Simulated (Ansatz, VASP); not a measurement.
## Two plane-wave programs on Zn3F

```xyz
4
Lattice="3.5824 0.0000 0.0000 0.0000 3.5824 0.0000 0.0000 0.0000 3.5824" Properties=species:S:1:pos:R:3 pbc="T T T"
Zn    0.0000    1.7912    1.7912
Zn    1.7912    0.0000    1.7912
Zn    1.7912    1.7912    0.0000
F     0.0000    0.0000    0.0000
```

Change from the starting cell: species swapped into the CdAu3 type (Pm-3m, No. 221).

Alike in both runs: task relaxation of cell and atoms; functional PBE; k mesh 6 × 6 × 6; occupations gaussian, width 0.1 eV; no spin polarisation.

|  | VASP | Ansatz |
| --- | --- | --- |
| version | VASP 6.6.1 | Ansatz 0.2.0 |
| potentials or method | VASP PAW PBE potentials, release 64 (Zn, F), cutoff 600 eV | scalar-relativistic, plane waves, PAW |
| valence electrons in the cell | 43 | 43 |

|  | VASP | Ansatz | Ansatz less VASP |
| --- | --- | --- | --- |
| gap on the k mesh at the Fermi level, each at its own relaxed structure (eV) | none | none | - |
| relaxed volume (Å³/atom) | 15.43 | 15.43 | +0.003 |
| relaxed length of the cell vector where the two differ most in proportion (Å) | 3.952 | 3.952 | +0.0002 |

A gap of «none» marks a metal or a gap that the smearing closes.

Noted on VASP's run: the volume moved by over 15 % at a fixed basis, so the end points are rough.
